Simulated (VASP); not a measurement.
# ZnTe3O (P4mm) in VASP: notebook

The runs below take ZnTe3O through single point, with PBE.

Program: VASP 6.6.1. These are calculated values, not measurements. Logs are shortened: lines on timing, memory, paths and dates and some standing lists are left out, and cuts for length are marked.

**1. The cell of the first run**

It takes space group P4mm (No. 99, tetragonal). Conventional cell: a = 4.701 Å, b = 4.701 Å, c = 4.722 Å, α = 90.00°, β = 90.00°, γ = 90.00°. Within 2.9 Å of Zn (site symmetry 4mm) lie 6 Te at 2.20 to 2.52 Å. Te (site symmetry 4mm) has 2 Zn at 2.20 to 2.52 Å within 2.9 Å. Te (site symmetry 2mm) has 2 Zn at 2.36 Å within 3.1 Å. O (site symmetry 4mm) has 12 Te at 3.28 to 3.38 Å and 8 Zn at 4.03 to 4.13 Å within 4.3 Å.

The cell was generated, and may not be a known phase.

**2. Single point, PBE**

The input, INCAR:

```
SYSTEM = ZnTe3O
PREC     = Accurate       ! precision mode
ENCUT    = 520            ! plane-wave cutoff, eV
EDIFF    = 1E-6           ! SCF threshold, eV
ISMEAR   = 0              ! smearing method
SIGMA    = 0.1            ! smearing width, eV
LREAL    = .FALSE.        ! projectors in reciprocal space
LASPH    = .TRUE.         ! aspherical terms in the spheres
NELM     = 80             ! most SCF steps
ALGO     = Normal         ! electronic algorithm
ISIF     = 2              ! what is computed and relaxed
LWAVE    = .FALSE.        ! write WAVECAR
LCHARG   = .FALSE.        ! write CHGCAR
GGA      = PE             ! functional
NBANDS   = 26             ! bands
```

The input, KPOINTS:

```
regular mesh
0
G
  4 4 4
  0 0 0
```

The input, POSCAR:

```
ZnTe3O
1.0
    4.7008450300      0.0000000000      0.0000000000
    0.0000000000      4.7008450300      0.0000000000
    0.0000000000      0.0000000000      4.7222351300
Zn Te O
1 3 1
Direct
    0.5000000000      0.5000000000      0.4819999900
    0.5000000000      0.5000000000      0.0160000000
    0.5000000000      0.0000000000      0.5149999900
    0.0000000000      0.5000000000      0.5149999900
    0.0000000000      0.0000000000      0.0000000000
```

Potentials or basis: VASP PAW PBE potentials, release 64 (Zn, Te, O).

The run is started by

```sh
> cat potpaw_PBE.64/Zn/POTCAR potpaw_PBE.64/Te/POTCAR potpaw_PBE.64/O/POTCAR > POTCAR
> mpirun -np 1 vasp_std > vasp.out
```

OUTCAR:

```text
SYSTEM = ZnTe3O
   PREC = Accurate
   ENCUT = 520
   EDIFF = 1E-6
   ISMEAR = 0
   LREAL = .FALSE.
   LASPH = .TRUE.
   NELM = 80
   ISIF = 2
   GGA = PE

 ion  position               nearest neighbor table
   1  0.500  0.500  0.482-   2 2.20   3 2.36   4 2.36   3 2.36   4 2.36   2 2.52
   2  0.500  0.500  0.016-   1 2.20   1 2.52   4 3.33   3 3.33   3 3.33   4 3.33   3 3.33   3 3.33
                             4 3.33   4 3.33
   3  0.500  0.000  0.515-   1 2.36   1 2.36   4 3.32   4 3.32   4 3.32   4 3.32   2 3.33   2 3.33
                             2 3.33   2 3.33
   4  0.000  0.500  0.515-   1 2.36   1 2.36   3 3.32   3 3.32   3 3.32   3 3.32   2 3.33   2 3.33
                             2 3.33   2 3.33
   5  0.000  0.000  0.000-

  LATTYP: Found a simple tetragonal cell.
 ALAT       =     4.7008450300
 C/A-ratio  =     1.0045502670

  Lattice vectors:

 A1 = (   4.7008450300,   0.0000000000,   0.0000000000)
 A2 = (   0.0000000000,   4.7008450300,   0.0000000000)
 A3 = (   0.0000000000,   0.0000000000,   4.7222351300)

Analysis of symmetry for initial positions (statically):
=====================================================================
 Subroutine PRICEL returns:
 Original cell was already a primitive cell.

 Routine SETGRP: Setting up the symmetry group for a
 simple tetragonal supercell.

 Subroutine GETGRP returns: Found  8 space group operations
 (whereof  8 operations were pure point group operations)
 out of a pool of 16 trial point group operations.

The static configuration has the point symmetry C_4v.

Analysis of symmetry for dynamics (positions and initial velocities):
=====================================================================
 Subroutine PRICEL returns:
 Original cell was already a primitive cell.

 Routine SETGRP: Setting up the symmetry group for a
 simple tetragonal supercell.

 Subroutine GETGRP returns: Found  8 space group operations
 (whereof  8 operations were pure point group operations)
 out of a pool of 16 trial point group operations.

The dynamic configuration has the point symmetry C_4v.

 Subroutine INISYM returns: Found  8 space group operations
 (whereof  8 operations are pure point group operations),
 and found     1 'primitive' translations

----------------------------------------------------------------------------------------
[... 91 lines left out ...]
   NELM   =     80;   NELMIN=  2; NELMDL= -5     # of ELM steps
   EDIFF  = 0.1E-05   stopping-criterion for ELM
   LREAL  =      F    real-space projection
   EDIFFG = 0.1E-04   stopping-criterion for IOM
   NSW    =      0    number of steps for IOM
   IBRION =     -1    ionic relax: 0-MD 1-quasi-New 2-CG
   NFREE  =      0    steps in history (QN), initial steepest desc. (CG)
   ISIF   =      2    stress and relaxation
   ISYM   =      2    0-nonsym 1-usesym 2-fastsym
   POTIM  = 0.5000    time-step for ionic-motion
   TEBEG  =    0.0;   TEEND  =   0.0 temperature during run
   PSTRESS=    0.0 pullay stress
   NELECT =      36.0000    total number of electrons
   NUPDOWN=      -1.0000    fix difference up-down
   EMIN   =  10.00;   EMAX   =-10.00  energy-range for DOS
   EFERMI =   0.00;   METHOD = LEGACY
   ISMEAR =     0;   SIGMA  =   0.10  broadening in eV -4-tet -1-fermi 0-gaus
   EFERMI_NEDOS =   21; number of points for ismear=-14 and -15
   IALGO  =     38    algorithm
   IMIX   =      4    mixing-type and parameters
     AMIX     =   0.40;   BMIX     =  1.00
     AMIX_MAG =   1.60;   BMIX_MAG =  1.00
  volume/ion in A,a.u.               =      20.87       140.84
  Fermi-wavevector in a.u.,A,eV,Ry     =   1.148178  2.169742 17.936729  1.318312
  Thomas-Fermi vector in A             =   2.284854
   LORBIT       =      0    0 simple, 1 ext, 2 COOP (PROOUT), +10 PAW based schemes
   GGA     = PE    functional components
   LHFCALC =     F    Hartree Fock is set to
   AEXX    =    0.0000 exact exchange contribution
   IVDW    =     0    specifies the selected vdW correction
   LEPSILON=     F    determine dielectric tensor
   LRPA    =     F    only Hartree local field effects (RPA)
 non-spin polarized calculation
 Gauss-broadening in eV      SIGMA  =   0.10
  energy-cutoff  :      520.00
  volume of cell :      104.35
 maximum number of plane-waves:      2826
 NGX is ok and might be reduce to    36
   NGX = 17   NGY = 17   NGZ = 17

 number of electron      35.9999988 magnetization

 Free energy of the ion-electron system (eV)
  ---------------------------------------------------
  ext. energy  EPLUGINS =         0.00000000
  ---------------------------------------------------
  free energy    TOTEN  =        -8.60490267 eV

  energy without entropy =       -8.58710898  energy(sigma->0) =       -8.59600582

 E-fermi :   6.7574     XC(G=0): -10.3521

 val. band max:        6.7558446253   @ k =   0.5000   0.5000   0.5000
 cond. band min:       6.8692170734   @ k =   0.2500   0.2500   0.5000
 fundamental gap:      0.1133724481
 Fermi energy:         6.7573873182

 k-point     1 :       0.0000    0.0000    0.0000
  band No.  band energies     occupation
      1      -8.9821      2.00000
      2      -7.7204      2.00000
      3      -4.8534      2.00000
      4      -4.7602      2.00000
      5      -2.4857      2.00000
      6      -2.4857      2.00000
[... 511 lines left out ...]
     25      11.9567      0.00000
     26      15.5546      0.00000

------------------------ aborting loop because EDIFF is reached ----------------------------------------

  FORCE on cell =-STRESS in cart. coord.  units (eV):
  Direction    XX          YY          ZZ          XY          YZ          ZX
  --------------------------------------------------------------------------------------
  -------------------------------------------------------------------------------------
  Total       15.5834800     15.5834800     17.6371678      0.0000000      0.0000000      0.0000000
  in kB      239.2630049    239.2630049    270.7945702      0.0000000      0.0000000      0.0000000
  external PRESSURE =     249.7735267 kB  Pullay stress =       0.0000000 kB

 VOLUME and BASIS-vectors are now :
 -----------------------------------------------------------------------------
  energy-cutoff  :      520.00
  volume of cell :      104.35
      direct lattice vectors                 reciprocal lattice vectors
     4.700845030  0.000000000  0.000000000     0.212727710  0.000000000  0.000000000
     0.000000000  4.700845030  0.000000000     0.000000000  0.212727710  0.000000000
     0.000000000  0.000000000  4.722235130     0.000000000  0.000000000  0.211764127

 POSITION                                       TOTAL-FORCE (eV/Angst)
 -----------------------------------------------------------------------------------
      2.35042      2.35042      2.27612        -0.000000     -0.000000      3.135354
      2.35042      2.35042      0.07556        -0.000000      0.000000     -4.445344
      2.35042      0.00000      2.43195        -0.000000     -0.000000      0.667490
      0.00000      2.35042      2.43195         0.000000     -0.000000      0.667490
      0.00000      0.00000      0.00000        -0.000000     -0.000000     -0.024989
 -----------------------------------------------------------------------------------
    total drift:                                0.000000      0.000000     -0.000670

  FREE ENERGIE OF THE ION-ELECTRON SYSTEM (eV)
  ---------------------------------------------------
  free  energy   TOTEN  =        -8.6049026680 eV

  energy  without entropy=       -8.5871089781  energy(sigma->0) =       -8.59600582
```

OSZICAR:

```text
N       E                     dE             d eps       ncg     rms          rms(c)
DAV:   1     0.236999189137E+03    0.23700E+03   -0.15311E+04   936   0.136E+03
DAV:   2     0.933486476725E+01   -0.22766E+03   -0.21753E+03  1078   0.297E+02
DAV:   3    -0.126277052885E+02   -0.21963E+02   -0.21613E+02  1066   0.924E+01
DAV:   4    -0.131220042221E+02   -0.49430E+00   -0.49256E+00  1136   0.147E+01
DAV:   5    -0.131320753828E+02   -0.10071E-01   -0.10070E-01  1156   0.201E+00    0.221E+01
DAV:   6    -0.169266914643E+02   -0.37946E+01   -0.26779E+01  1168   0.710E+01    0.330E+01
DAV:   7    -0.959354420522E+01    0.73331E+01   -0.87579E+01  1056   0.220E+01    0.117E+01
DAV:   8    -0.864334715705E+01    0.95020E+00   -0.22843E+00  1026   0.138E+01    0.345E+00
DAV:   9    -0.860977255334E+01    0.33575E-01   -0.35676E-01  1030   0.658E+00    0.245E+00
DAV:  10    -0.860860384041E+01    0.11687E-02   -0.27764E-02  1076   0.128E+00    0.151E+00
DAV:  11    -0.860479147077E+01    0.38124E-02   -0.16142E-02  1172   0.491E-01    0.478E-01
DAV:  12    -0.860497262595E+01   -0.18116E-03   -0.19043E-03  1034   0.255E-01    0.122E-01
DAV:  13    -0.860504949881E+01   -0.76873E-04   -0.91390E-04  1126   0.112E-01    0.129E-01
DAV:  14    -0.860490997642E+01    0.13952E-03   -0.16232E-04  1050   0.584E-02    0.423E-02
DAV:  15    -0.860490608489E+01    0.38915E-05   -0.10623E-04  1236   0.399E-02    0.220E-02
DAV:  16    -0.860490277651E+01    0.33084E-05   -0.14113E-05  1034   0.224E-02    0.517E-03
DAV:  17    -0.860490266801E+01    0.10850E-06   -0.96268E-07   560   0.709E-03
   1 F= -.86049027E+01 E0= -.85960058E+01  d E =-.177937E-01
```

It took 70 s on 1 thread of Intel Xeon 8259CL, shared host; peak memory 0.23 GiB.

What came out:

```yaml
Free_energy: -8.6049 eV
Pressure: 25.0 GPa
Largest_force: 4.445 eV/Å
Band_gap_on_the_k_mesh: zero (bands 18 and 19 overlap by 2.14 eV)
```

Forces in eV/Å, atoms in the order of the input:
```
Zn   0.000  0.000  3.135
Te   0.000  0.000 -4.445
Te   0.000  0.000  0.667
Te   0.000  0.000  0.667
O    0.000  0.000 -0.025
```

Levels at points of the mesh, in eV from the Fermi level:
```
           k point  band 14  band 15  band 16  band 17  band 18  band 19  band 20  band 21  band 22  band 23
(0.00, 0.00, 0.00)    -1.24    -1.24    -0.51    -0.51    -0.50    -0.44     1.47     1.47     1.48     5.13
(0.50, 0.00, 0.00)    -2.44    -1.69    -1.56    -0.77    -0.07    -0.07     0.21     0.22     4.89     4.95
(0.50, 0.50, 0.00)    -2.36    -1.76    -1.76    -1.09     0.18     0.18     1.59     2.37     5.15     5.15
(0.00, 0.00, 0.50)    -2.44    -1.68    -1.53    -0.78    -0.05    -0.05     0.21     0.21     4.31     5.37
(0.50, 0.00, 0.50)    -2.33    -1.74    -1.70    -1.08     0.16     0.16     1.46     2.31     5.13     5.15
(0.50, 0.50, 0.50)    -0.01     0.00     0.00     1.52     1.71     2.39     2.39     2.45     4.74     5.12
```

Caveat: the cell stands under pressure; spin-orbit coupling is left out, which moves the levels of the heavy elements; forces of over 1 eV/Å act on the atoms, so gaps and moduli don't describe the material at rest.

**3. Single point, PBE**

This run uses another cell than the first one, of 28.99 Å³/atom.

The input, INCAR:

```
SYSTEM = ZnTe3O
PREC = Accurate
ENCUT = 520
EDIFF = 1E-6
ISMEAR = 0
SIGMA = 0.1
LREAL = .FALSE.
LASPH = .TRUE.
NELM = 60
ALGO = Normal
ISIF = 2
LWAVE = .FALSE.
LCHARG = .FALSE.
GGA = PE
NBANDS = 26
```

The input, KPOINTS:

```
Automatic mesh
0
G
  4 4 4
  0 0 0
```

The input, POSCAR:

```
ZnTe3O
1.0
    4.8485202454      0.0000000000      0.0000000000
    0.0000000000      4.8485202454      0.0000000000
    0.0000000000      0.0000000000      6.1653263530
Zn Te O
1 3 1
Direct
    0.5000000000      0.5000000000      0.4537647103
    0.5000000000      0.5000000000      0.0368626980
    0.5000000000      0.0000000000      0.6790883176
    0.0000000000      0.5000000000      0.6790883176
    0.0000000000      0.0000000000     -0.3208040734
```

Potentials or basis: VASP PAW PBE potentials, release 64 (Zn, Te, O).

The run is started by

```sh
> cat potpaw_PBE.64/Zn/POTCAR potpaw_PBE.64/Te/POTCAR potpaw_PBE.64/O/POTCAR > POTCAR
> mpirun -np 1 vasp_std > vasp.out
```

Wall time 74 s (1 thread of Intel Xeon 8259CL, shared host); peak memory 0.27 GiB.

It converged, with:

* Free energy: -15.2948 eV
* Pressure: -0.1 GPa
* Largest force: 0.023 eV/Å
* Band gap on the k mesh: zero (bands 18 and 19 overlap by 1.66 eV)

Forces on the atoms (eV/Å):
```
Zn   0.000  0.000 -0.001
Te   0.000  0.000 -0.023
Te   0.000  0.000  0.013
Te   0.000  0.000  0.013
O    0.000  0.000 -0.001
```

Stress tensor (GPa, compression positive):
```
-0.17  0.00  0.00
 0.00 -0.17  0.00
 0.00  0.00  0.17
```

Levels at points of the mesh, in eV from the Fermi level:
| k point | band 15 | band 16 | band 17 | band 18 | band 19 | band 20 | band 21 | band 22 |
| --- | --- | --- | --- | --- | --- | --- | --- | --- |
| (0.00, 0.00, 0.00) | -2.34 | -0.81 | -0.43 | 0.03 | 0.03 | 1.94 | 3.72 | 3.72 |
| (0.50, 0.00, 0.00) | -2.41 | -1.80 | -0.77 | -0.02 | 0.07 | 0.11 | 2.98 | 4.34 |
| (0.50, 0.50, 0.00) | -2.44 | -2.44 | -1.69 | -0.55 | -0.55 | 1.30 | 1.52 | 4.65 |
| (0.00, 0.00, 0.50) | -2.26 | -1.17 | -0.94 | -0.91 | -0.91 | 2.57 | 3.59 | 3.78 |
| (0.50, 0.00, 0.50) | -2.19 | -1.87 | -0.88 | -0.33 | -0.18 | 0.94 | 2.82 | 3.03 |
| (0.50, 0.50, 0.50) | -2.39 | -1.66 | -0.87 | 0.75 | 0.75 | 1.30 | 1.52 | 1.57 |

Caveat: spin-orbit coupling is left out, which moves the levels of the heavy elements.

The gap in the log of VASP goes by the Fermi energy; the results here count the filled bands.